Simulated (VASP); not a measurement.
# Fe (P6_3/mmc) in VASP: further runs

Runs on Fe. Level: LDA. Tasks: single point.

Everything below comes from runs of VASP 6.6.1. Logs are shortened: lines on timing, memory, paths and dates and some standing lists are left out, and cuts for length are marked.

**1. The cell of the first run**

Symmetry: P6_3/mmc, No. 194, hexagonal system. Conventional cell: a = 2.471 Å, b = 2.471 Å, c = 3.905 Å, α = 90.00°, β = 90.00°, γ = 120.00°. Within 3.2 Å of Fe (site symmetry -6m2) lie 12 Fe at 2.42 to 2.47 Å.

This isn't the form of Fe at room conditions, which is bcc.

**2. Single point, LDA (10.32 Å³/atom)**

Contents of INCAR:

```
SYSTEM = Fe
  PREC = Accurate
  ENCUT = 520
  EDIFF = 1E-6
  ISMEAR = -1
  SIGMA = 0.1
  LREAL = .FALSE.
  LASPH = .TRUE.
  NELM = 100
  ALGO = Normal
  ISIF = 2
  LWAVE = .FALSE.
  LCHARG = .FALSE.
  NBANDS = 15
```

Contents of KPOINTS:

```
Automatic mesh
0
G
  17 17 9
  0 0 0
```

Contents of POSCAR:

```
Fe
1.0
    2.4706862474      0.0000000000      0.0000000000
   -1.2353431237      2.1396770550      0.0000000000
    0.0000000000      0.0000000000      3.9046267572
Fe
2
Direct
    0.3333333333      0.6666666667      0.2500000000
    0.6666666667      0.3333333333      0.7500000000
```

Potentials or basis: VASP PAW LDA potentials, release 64 (Fe).

Launch:

```bash
> cat potpaw_LDA.64/Fe/POTCAR > POTCAR
> mpirun -np 1 vasp_std > vasp.out
```

OUTCAR:

```text
SYSTEM = Fe
   PREC = Accurate
   ENCUT = 520
   EDIFF = 1E-6
   ISMEAR = -1
   LREAL = .FALSE.
   LASPH = .TRUE.
   NELM = 100
   ISIF = 2

 ion  position               nearest neighbor table
   1  0.333  0.667  0.250-   2 2.42   2 2.42   2 2.42   2 2.42   2 2.42   2 2.42
   2  0.667  0.333  0.750-   1 2.42   1 2.42   1 2.42   1 2.42   1 2.42   1 2.42

  LATTYP: Found a hexagonal cell.
 ALAT       =     2.4706862474
 C/A-ratio  =     1.5803814674

  Lattice vectors:

 A1 = (   2.4706862474,   0.0000000000,   0.0000000000)
 A2 = (  -1.2353431237,   2.1396770550,   0.0000000000)
 A3 = (   0.0000000000,   0.0000000000,   3.9046267572)

Analysis of symmetry for initial positions (statically):
=====================================================================
 Subroutine PRICEL returns:
 Original cell was already a primitive cell.

 Routine SETGRP: Setting up the symmetry group for a
 hexagonal supercell.

 Subroutine GETGRP returns: Found 24 space group operations
 (whereof 12 operations were pure point group operations)
 out of a pool of 24 trial point group operations.

The static configuration has the point symmetry D_3d.
 The point group associated with its full space group is D_6h.

Analysis of symmetry for dynamics (positions and initial velocities):
=====================================================================
 Subroutine PRICEL returns:
 Original cell was already a primitive cell.

 Routine SETGRP: Setting up the symmetry group for a
 hexagonal supercell.

 Subroutine GETGRP returns: Found 24 space group operations
 (whereof 12 operations were pure point group operations)
 out of a pool of 24 trial point group operations.

The dynamic configuration has the point symmetry D_3d.
 The point group associated with its full space group is D_6h.

 Subroutine INISYM returns: Found 24 space group operations
 (whereof 12 operations are pure point group operations),
 and found     1 'primitive' translations

----------------------------------------------------------------------------------------

                                     Primitive cell

  volume of cell :      20.6417

  direct lattice vectors                    reciprocal lattice vectors
     2.470686247  0.000000000  0.000000000     0.404745848  0.233680124  0.000000000
    -1.235343124  2.139677055  0.000000000     0.000000000  0.467360248  0.000000000
     0.000000000  0.000000000  3.904626757     0.000000000  0.000000000  0.256106425

  length of vectors
     2.470686247  2.470686247  3.904626757     0.467360248  0.467360248  0.256106425

  position of ions in fractional coordinates (direct lattice)
     0.333333333  0.666666667  0.250000000
     0.666666667  0.333333333  0.750000000

  ion indices of the primitive-cell ions
   primitive index   ion index
                 1           1
                 2           2

----------------------------------------------------------------------------------------

 KPOINTS: Automatic mesh

Automatic generation of k-mesh.
 Grid dimensions read from file:
 generate k-points for:   17   17    9

 Generating k-lattice:

  Cartesian coordinates                     Fractional coordinates (reciprocal lattice)
     0.023808579  0.013745890  0.000000000     0.058823529  0.000000000  0.000000000
     0.000000000  0.027491779  0.000000000     0.000000000  0.058823529  0.000000000
     0.000000000  0.000000000  0.028456269     0.000000000  0.000000000  0.111111111

  Length of vectors
     0.027491779  0.027491779  0.028456269

  Shift w.r.t. Gamma in fractional coordinates (k-lattice)
     0.000000000  0.000000000  0.000000000

 Subroutine IBZKPT returns following result:
 ===========================================

 Found    165 irreducible k-points:

 Following reciprocal coordinates:
            Coordinates               Weight
  0.000000  0.000000  0.000000      1.000000
  0.058824  0.000000  0.000000      6.000000
  0.117647  0.000000  0.000000      6.000000
  0.176471  0.000000  0.000000      6.000000
  0.235294  0.000000  0.000000      6.000000
  0.294118  0.000000  0.000000      6.000000
[... 16 lines left out ...]
  0.411765  0.117647  0.000000     12.000000
  0.176471  0.176471  0.000000      6.000000
 [... further k-points ...]
   k-points           NKPTS =    165   k-points in BZ     NKDIM =    165   number of bands    NBANDS=     15
   number of dos      NEDOS =    301   number of ions     NIONS =      2
   total plane-waves  NPLWV =   9720
   dimension x,y,z NGX =    18 NGY =   18 NGZ =   30
   dimension x,y,z NGXF=    36 NGYF=   36 NGZF=   60
   ions per type =               2
   NGX,Y,Z   is equivalent  to a cutoff of  12.11, 12.11, 12.77 a.u.
   NGXF,Y,Z  is equivalent  to a cutoff of  24.22, 24.22, 25.55 a.u.
 SYSTEM =  Fe
   PREC   = accura    normal or accurate (medium, high low for compatibility)
   ISTART =      0    job   : 0-new  1-cont  2-samecut
   ICHARG =      2    charge: 1-file 2-atom 10-const
   ISPIN  =      1    spin polarized calculation?
   LNONCOLLINEAR =      F non collinear calculations
   LSORBIT =      F    spin-orbit coupling
   LASPH  =      T    aspherical Exc in radial PAW
   ENCUT  =  520.0 eV  38.22 Ry    6.18 a.u.   4.59  4.59  7.26*2*pi/ulx,y,z
   NELM   =    100;   NELMIN=  2; NELMDL= -5     # of ELM steps
   EDIFF  = 0.1E-05   stopping-criterion for ELM
   LREAL  =      F    real-space projection
   EDIFFG = 0.1E-04   stopping-criterion for IOM
   NSW    =      0    number of steps for IOM
   IBRION =     -1    ionic relax: 0-MD 1-quasi-New 2-CG
   NFREE  =      0    steps in history (QN), initial steepest desc. (CG)
   ISIF   =      2    stress and relaxation
   ISYM   =      2    0-nonsym 1-usesym 2-fastsym
   POTIM  = 0.5000    time-step for ionic-motion
   TEBEG  =    0.0;   TEEND  =   0.0 temperature during run
   PSTRESS=    0.0 pullay stress
   NELECT =      16.0000    total number of electrons
   NUPDOWN=      -1.0000    fix difference up-down
   EMIN   =  10.00;   EMAX   =-10.00  energy-range for DOS
   EFERMI =   0.00;   METHOD = LEGACY
   ISMEAR =    -1;   SIGMA  =   0.10  broadening in eV -4-tet -1-fermi 0-gaus
   EFERMI_NEDOS =   21; number of points for ismear=-14 and -15
   IALGO  =     38    algorithm
   IMIX   =      4    mixing-type and parameters
     AMIX     =   0.40;   BMIX     =  1.00
     AMIX_MAG =   1.60;   BMIX_MAG =  1.00
  volume/ion in A,a.u.               =      10.32        69.65
  Fermi-wavevector in a.u.,A,eV,Ry     =   1.503833  2.841833 30.769775  2.261515
  Thomas-Fermi vector in A             =   2.614892
   LORBIT       =      0    0 simple, 1 ext, 2 COOP (PROOUT), +10 PAW based schemes
   GGA     = CA    functional components
   LHFCALC =     F    Hartree Fock is set to
   AEXX    =    0.0000 exact exchange contribution
   IVDW    =     0    specifies the selected vdW correction
   LEPSILON=     F    determine dielectric tensor
   LRPA    =     F    only Hartree local field effects (RPA)
 non-spin polarized calculation
  energy-cutoff  :      520.00
  volume of cell :       20.64
 maximum number of plane-waves:       573
   NGX =  9   NGY =  9   NGZ = 15

 number of electron      16.0000001 magnetization

 Free energy of the ion-electron system (eV)
  ---------------------------------------------------
  ext. energy  EPLUGINS =         0.00000000
  ---------------------------------------------------
  free energy    TOTEN  =       -18.74499737 eV

  energy without entropy =      -18.65616039  energy(sigma->0) =      -18.70057888

 E-fermi :   6.6076     XC(G=0): -13.9997

 val. band max:        6.6044032251   @ k =   0.2941   0.0000   0.0000
 cond. band min:       6.6089955212   @ k =   0.4706   0.0000   0.2222
 fundamental gap:      0.0045922961
 Fermi energy:         6.6076089484

 k-point     1 :       0.0000    0.0000    0.0000
  band No.  band energies     occupation
      1      -2.1790      2.00000
      2       1.7473      2.00000
      3       4.9793      2.00000
      4       4.9793      2.00000
      5       5.1017      2.00000
      6       5.4375      1.99998
      7       5.4375      1.99998
      8       5.7746      1.99952
      9       5.7746      1.99952
     10       7.2187      0.00443
     11       7.3160      0.00168
     12       7.3160      0.00168
     13      15.2724      0.00000
     14      28.5081      0.00000
     15      32.0708      0.00000

 k-point     2 :       0.0588    0.0000    0.0000
  band No.  band energies     occupation
      1      -2.0514      2.00000
      2       1.8308      2.00000
      3       4.7979      2.00000
      4       5.0508      2.00000
      5       5.2558      2.00000
      6       5.4017      1.99999
      7       5.5000      1.99997
      8       5.6874      1.99980
      9       5.7251      1.99971
     10       6.3502      1.85832
     11       7.3400      0.00132
     12       8.3451      0.00000
     13      15.2798      0.00000
     14      27.9571      0.00000
     15      30.3354      0.00000

 k-point     3 :       0.1176    0.0000    0.0000
  band No.  band energies     occupation
      1      -1.6765      2.00000
      2       2.0612      2.00000
      3       4.5286      2.00000
      4       5.2077      2.00000
      5       5.2597      2.00000
      6       5.2785      2.00000
      7       5.4935      1.99997
      8       5.5923      1.99992
      9       5.6819      1.99981
     10       5.8729      1.99871
     11       7.4003      0.00072
     12       9.5259      0.00000
     13      15.3063      0.00000
     14      26.0423      0.00000
     15      29.1317      0.00000
[... 343 lines left out ...]
 k-point    23 :       0.4118    0.1176    0.0000
  band No.  band energies     occupation
      1       2.3652      2.00000
      2       2.4728      2.00000
      3       2.5969      2.00000
      4       4.2589      2.00000
      5       4.6146      2.00000
      6       5.0545      2.00000
      7       5.5870      1.99993
      8       7.3599      0.00108
      9       7.4768      0.00034
     10       7.5967      0.00010
     11       9.5316      0.00000
     12      12.0097      0.00000
     13      18.0602      0.00000
     14      18.6528      0.00000
     15      19.6559      0.00000

 k-point    24 :       0.1765    0.1765    0.0000
  band No.  band energies     occupation
      1       0.7979      2.00000
      2       3.0233      2.00000
      3       3.3539      2.00000
      4       3.5252      2.00000
      5       4.7514      2.00000
      6       5.1263      2.00000
      7       5.5168      1.99996
      8       6.1429      1.98100
      9       6.7210      0.48688
     10       7.2364      0.00371
     11       7.5232      0.00021
     12      13.8922      0.00000
     13      15.7452      0.00000
     14      19.9136      0.00000
     15      20.5723      0.00000

 [... further k-points ...]

------------------------ aborting loop because EDIFF is reached ----------------------------------------

  FORCE on cell =-STRESS in cart. coord.  units (eV):
  Direction    XX          YY          ZZ          XY          YZ          ZX
  --------------------------------------------------------------------------------------
  -------------------------------------------------------------------------------------
  Total       -2.8666460     -2.8666460     -2.9749252      0.0000000      0.0000000     -0.0000000
  in kB     -222.5047543   -222.5047543   -230.9092192      0.0000000      0.0000000     -0.0000000
  external PRESSURE =    -225.3062426 kB  Pullay stress =       0.0000000 kB

 VOLUME and BASIS-vectors are now :
 -----------------------------------------------------------------------------
  energy-cutoff  :      520.00
  volume of cell :       20.64
      direct lattice vectors                 reciprocal lattice vectors
     2.470686247  0.000000000  0.000000000     0.404745848  0.233680124  0.000000000
    -1.235343124  2.139677055  0.000000000     0.000000000  0.467360248  0.000000000
     0.000000000  0.000000000  3.904626757     0.000000000  0.000000000  0.256106425

 POSITION                                       TOTAL-FORCE (eV/Angst)
 -----------------------------------------------------------------------------------
     -0.00000      1.42645      0.97616         0.000000     -0.000000      0.000000
      1.23534      0.71323      2.92847        -0.000000      0.000000      0.000000
 -----------------------------------------------------------------------------------
    total drift:                               -0.000000      0.000000     -0.000000

  FREE ENERGIE OF THE ION-ELECTRON SYSTEM (eV)
  ---------------------------------------------------
  free  energy   TOTEN  =       -18.7449973660 eV

  energy  without entropy=      -18.6561603918  energy(sigma->0) =      -18.70057888
```

It took 53 s on 1 thread of Intel Xeon 8259CL, shared host; peak memory 0.15 GiB.

Results:

```
Free energy            : -18.7450 eV
Pressure               : -22.5 GPa
Band gap on the k mesh : zero (bands 8 and 9 overlap by 1.85 eV)
```

Caveat: the cell stands under tension; the run has no spin polarisation, though such a crystal can be magnetic.

**3. Single point, LDA (10.70 Å³/atom)**

This run uses another cell than the first one, of 10.70 Å³/atom.

Contents of INCAR:

```
ALGO = Normal
EDIFF = 1E-6
ENCUT = 520
GGA = CA
ISIF = 2
ISMEAR = -1
LASPH = True
LCHARG = False
LREAL = False
LWAVE = False
NBANDS = 15
NELM = 60
PREC = Accurate
SIGMA = 0.1
```

Contents of KPOINTS:

```
k-points
0
Gamma
  17 17 9
```

Contents of POSCAR:

```
Fe
1.0
    2.5008195372      0.0000000000      0.0000000000
   -1.2504097686      2.1657732495      0.0000000000
    0.0000000000      0.0000000000      3.9522488500
Fe
2
Direct
    0.3333333333      0.6666666667      0.2500000000
    0.6666666667      0.3333333333      0.7500000000
```

Potentials or basis: VASP PAW LDA potentials, release 64 (Fe).

Launch:

```bash
> cat potpaw_LDA.64/Fe/POTCAR > POTCAR
> mpirun -np 1 vasp_std > vasp.out
```

Wall time 57 s (1 thread of Intel Xeon 8259CL, shared host); peak memory 0.16 GiB.

Results (log left out):

```
Free energy            : -18.6182 eV
Pressure               : -30.3 GPa
Band gap on the k mesh : zero (bands 8 and 9 overlap by 1.76 eV)
```

Stress tensor (GPa, compression positive):
```
-29.96   0.00   0.00
  0.00 -29.96   0.00
  0.00   0.00 -31.12
```

Levels at points of the mesh, in eV from the Fermi level:
| k point | band 4 | band 5 | band 6 | band 7 | band 8 | band 9 | band 10 | band 11 | band 12 | band 13 |
| --- | --- | --- | --- | --- | --- | --- | --- | --- | --- | --- |
| (0.00, 0.00, 0.00) | -1.54 | -1.43 | -1.11 | -1.11 | -0.79 | -0.79 | 0.60 | 0.67 | 0.67 | 8.31 |

Caveat: the cell stands under tension; the run has no spin polarisation, though such a crystal can be magnetic.
